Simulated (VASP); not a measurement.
# CdSe (P6_3mc) in VASP: single point with PBE

Aim: the single point of CdSe with PBE.

All numbers are computed with VASP 6.6.1; they aren't measurements. Logs are shortened: lines on timing, memory, paths and dates and some standing lists are left out, and cuts for length are marked.

## Step 1: The cell of the first run

The structure is hexagonal, space group P6_3mc (No. 186). Conventional cell: a = 4.383 Å, b = 4.383 Å, c = 7.154 Å, α = 90.00°, β = 90.00°, γ = 120.00°. Within 3.5 Å of Cd (site symmetry 3m) lie 4 Se at 2.68 to 2.69 Å. Se (site symmetry 3m) has 4 Cd at 2.68 to 2.69 Å within 3.5 Å.

## Step 2: Single point, PBE, non-collinear spin, zero start, spin-orbit coupling

Input file INCAR:

```
SYSTEM = CdSe
PREC = Accurate ; ENCUT = 520
EDIFF = 1E-6 ; ISMEAR = 0
SIGMA = 0.05 ; LREAL = .False.
LASPH = .True. ; NELM = 150
ALGO = Normal ; ISIF = 2
LWAVE = .False. ; LCHARG = .True.
MAGMOM = 0 0 0 0 0 0 0 0 0 0 0 0 ; LORBIT = 11
LSORBIT = .True. ; GGA_COMPAT = .False.
LORBMOM = .True. ; GGA = PE
LVHAR = .True. ; NBANDS = 50
```

Input file KPOINTS:

```
Automatic mesh
0
Gamma
  10 10 6
  0 0 0
```

Input file POSCAR:

```
CdSe
1.0
    4.3833493792      0.0000000000      0.0000000000
   -2.1916746896      3.7960919161      0.0000000000
    0.0000000000      0.0000000000      7.1544186791
Cd Se
2 2
Direct
    0.6666666667      0.3333333333     -0.0003929495
    0.3333333333      0.6666666667      0.4996070505
    0.6666666667      0.3333333333      0.3753929495
    0.3333333333      0.6666666667      0.8753929495
```

Potentials or basis: VASP PAW PBE potentials, release 64 (Cd, Se).

Launch:

```bash
$ cat potpaw_PBE.64/Cd/POTCAR potpaw_PBE.64/Se/POTCAR > POTCAR
$ mpirun -np 1 vasp_ncl > vasp.out
```

OUTCAR:

```text
SYSTEM = CdSe
   PREC = Accurate
   ENCUT = 520
   EDIFF = 1E-6
   ISMEAR = 0
   LREAL = .False.
   LASPH = .True.
   NELM = 150
   ISIF = 2
   LORBIT = 11
   LSORBIT = .True.
   GGA = PE

 ion  position               nearest neighbor table
   1  0.667  0.333  1.000-   4 2.68   4 2.68   4 2.68   3 2.69
   2  0.333  0.667  0.500-   3 2.68   3 2.68   3 2.68   4 2.69
   3  0.667  0.333  0.375-   2 2.68   2 2.68   2 2.68   1 2.69
   4  0.333  0.667  0.875-   1 2.68   1 2.68   1 2.68   2 2.69

  LATTYP: Found a hexagonal cell.
 ALAT       =     4.3833493792
 C/A-ratio  =     1.6321807960

  Lattice vectors:

 A1 = (   4.3833493792,   0.0000000000,   0.0000000000)
 A2 = (  -2.1916746896,   3.7960919161,   0.0000000000)
 A3 = (   0.0000000000,   0.0000000000,   7.1544186791)

Analysis of symmetry for initial positions (statically):
=====================================================================
 Subroutine PRICEL returns:
 Original cell was already a primitive cell.

 Routine SETGRP: Setting up the symmetry group for a
 hexagonal supercell.

 Subroutine GETGRP returns: Found 12 space group operations
 (whereof  6 operations were pure point group operations)
 out of a pool of 24 trial point group operations.

The static configuration has the point symmetry C_3v.
 The point group associated with its full space group is C_6v.

Analysis of symmetry for dynamics (positions and initial velocities):
=====================================================================
 Subroutine PRICEL returns:
 Original cell was already a primitive cell.

 Routine SETGRP: Setting up the symmetry group for a
 hexagonal supercell.

 Subroutine GETGRP returns: Found 12 space group operations
 (whereof  6 operations were pure point group operations)
 out of a pool of 24 trial point group operations.

The dynamic configuration has the point symmetry C_3v.
 The point group associated with its full space group is C_6v.

Analysis of structural, dynamic, and magnetic symmetry:
=====================================================================
 Subroutine PRICEL returns:
 Original cell was already a primitive cell.

 Routine SETGRP: Setting up the symmetry group for a
 hexagonal supercell.

 Subroutine GETGRP returns: Found 12 space group operations
 (whereof  6 operations were pure point group operations)
 out of a pool of 24 trial point group operations.

The overall configuration has the point symmetry C_3v.
 The point group associated with its full space group is C_6v.
[... 1417 lines left out ...]
 -----------------------------------------------------------------------------------
    total drift:                                0.000000     -0.000000      0.000467

  FREE ENERGIE OF THE ION-ELECTRON SYSTEM (eV)
  ---------------------------------------------------
  free  energy   TOTEN  =       -11.0922186107 eV

  energy  without entropy=      -11.0922186107  energy(sigma->0) =      -11.09221861

 orbital moment (x)

 # of ion     p       d       tot
 ----------------------------------------
  1        -0.000  -0.000  -0.000
  2        -0.000   0.000   0.000
  3         0.000   0.000   0.000
  4         0.000   0.000   0.000
 ----------------------------------------
           -0.000  -0.000  -0.000

 orbital moment (y)

 # of ion     p       d       tot
 ----------------------------------------
  1        -0.000  -0.000  -0.000
  2         0.000   0.000   0.000
  3         0.000   0.000   0.000
  4        -0.000  -0.000  -0.000
 ----------------------------------------
            0.000  -0.000  -0.000

 orbital moment (z)

 # of ion     p       d       tot
 ----------------------------------------
  1         0.000  -0.000  -0.000
  2         0.000   0.000   0.000
  3         0.000   0.000   0.000
  4         0.000  -0.000   0.000
 ----------------------------------------
            0.000  -0.000   0.000

 Spin-Orbit-Coupling matrix elements

 Ion:    1  E_soc:     -0.0567825
 l=   1
     0.0000000    -0.0025236    -0.0025651
    -0.0025236     0.0000000    -0.0025236
    -0.0025651    -0.0025236     0.0000000
 l=   2
     0.0000000    -0.0013818     0.0000000    -0.0013818    -0.0055541
    -0.0013818     0.0000000    -0.0041628    -0.0013722    -0.0013818
     0.0000000    -0.0041628     0.0000000    -0.0041628     0.0000000
    -0.0013818    -0.0013722    -0.0041628     0.0000000    -0.0013818
    -0.0055541    -0.0013818     0.0000000    -0.0013818     0.0000000
 l=   3
     0.0000000     0.0000000     0.0000000     0.0000000     0.0000000     0.0000000     0.0000000
     0.0000000     0.0000000     0.0000000     0.0000000     0.0000000     0.0000000     0.0000000
     0.0000000     0.0000000     0.0000000     0.0000000     0.0000000     0.0000000     0.0000000
     0.0000000     0.0000000     0.0000000     0.0000000     0.0000000     0.0000000     0.0000000
[... 49 lines left out ...]
 l=   2
     0.0000000    -0.0000008     0.0000000    -0.0000008    -0.0000063
    -0.0000008     0.0000000    -0.0000048     0.0000000    -0.0000008
     0.0000000    -0.0000048     0.0000000    -0.0000048     0.0000000
    -0.0000008     0.0000000    -0.0000048     0.0000000    -0.0000008
    -0.0000063    -0.0000008     0.0000000    -0.0000008     0.0000000
 l=   3
     0.0000000     0.0000000     0.0000000     0.0000000     0.0000000     0.0000000     0.0000000
     0.0000000     0.0000000     0.0000000     0.0000000     0.0000000     0.0000000     0.0000000
     0.0000000     0.0000000     0.0000000     0.0000000     0.0000000     0.0000000     0.0000000
     0.0000000     0.0000000     0.0000000     0.0000000     0.0000000     0.0000000     0.0000000
     0.0000000     0.0000000     0.0000000     0.0000000     0.0000000     0.0000000     0.0000000
     0.0000000     0.0000000     0.0000000     0.0000000     0.0000000     0.0000000     0.0000000
     0.0000000     0.0000000     0.0000000     0.0000000     0.0000000     0.0000000     0.0000000

 total charge

# of ion       s       p       d       tot
------------------------------------------
    1        0.436   0.285   9.554  10.275
    2        0.436   0.285   9.554  10.275
    3        1.446   2.369   0.019   3.834
    4        1.446   2.369   0.019   3.834
--------------------------------------------------
tot          3.763   5.307  19.146  28.216

 magnetization (x)

# of ion       s       p       d       tot
------------------------------------------
    1       -0.000  -0.000   0.000  -0.000
    2       -0.000   0.000   0.000   0.000
    3        0.000  -0.000   0.000  -0.000
    4       -0.000   0.000  -0.000  -0.000
--------------------------------------------------
tot         -0.000   0.000  -0.000  -0.000

 magnetization (y)

# of ion       s       p       d       tot
------------------------------------------
    1       -0.000   0.000   0.000  -0.000
    2        0.000   0.000   0.000   0.000
    3        0.000   0.000   0.000   0.000
    4        0.000   0.000   0.000   0.000
--------------------------------------------------
tot         -0.000   0.000   0.000  -0.000

 magnetization (z)

# of ion       s       p       d       tot
------------------------------------------
    1        0.000   0.000   0.000   0.000
    2        0.000   0.000   0.000   0.000
    3       -0.000  -0.000   0.000  -0.000
    4       -0.000  -0.000   0.000  -0.000
--------------------------------------------------
tot          0.000   0.000   0.000   0.000
```

OSZICAR:

```text
N       E                     dE             d eps       ncg     rms          rms(c)
DAV:   1     0.248327110825E+03    0.24833E+03   -0.16777E+04  8400   0.129E+03
DAV:   2     0.386130657323E+01   -0.24447E+03   -0.23572E+03  9372   0.323E+02
DAV:   3    -0.116797840330E+02   -0.15541E+02   -0.15427E+02  9850   0.791E+01
DAV:   4    -0.118597802650E+02   -0.18000E+00   -0.17973E+00  9444   0.796E+00
DAV:   5    -0.118611745150E+02   -0.13943E-02   -0.13938E-02  9602   0.661E-01    0.801E+00
DAV:   6    -0.111211491109E+02    0.74003E+00   -0.12828E+00  9796   0.111E+01    0.639E+00
DAV:   7    -0.110925835055E+02    0.28566E-01   -0.52271E-01  9188   0.375E+00    0.267E+00
DAV:   8    -0.110917627414E+02    0.82076E-03   -0.46657E-02  9104   0.218E+00    0.698E-01
DAV:   9    -0.110917323341E+02    0.30407E-04   -0.29454E-03  9630   0.517E-01    0.231E-01
DAV:  10    -0.110920177845E+02   -0.28545E-03   -0.15624E-03  9016   0.360E-01    0.623E-02
DAV:  11    -0.110922134040E+02   -0.19562E-03   -0.52680E-04  8806   0.249E-01    0.595E-02
DAV:  12    -0.110922211508E+02   -0.77468E-05   -0.78756E-05  9484   0.696E-02    0.113E-02
DAV:  13    -0.110922179122E+02    0.32386E-05   -0.12258E-05  9338   0.204E-02    0.410E-03
DAV:  14    -0.110922186107E+02   -0.69849E-06   -0.27089E-06  7496   0.925E-03
   1 F= -.11092219E+02 E0= -.11092219E+02  d E =-.157521E-11  mag=    -0.0000     0.0000     0.0000
```

Run time: 29 min. Hardware: 1 thread of Oxide Virtual Turin-like, shared host; peak memory 0.92 GiB.

Results:

| Quantity | Value |
| --- | --- |
| Free energy | -11.0922 eV |
| Pressure | 0.2 GPa |
| Net moment | 0.00 μB per cell |
| Valence electrons inside the program's atomic spheres | Cd 10.28; Se 3.83 |

Moments on the atoms (μB; x, y, z):
```
Cd  0.00 0.00 0.00
Cd  0.00 0.00 0.00
Se  0.00 0.00 0.00
Se  0.00 0.00 0.00
```
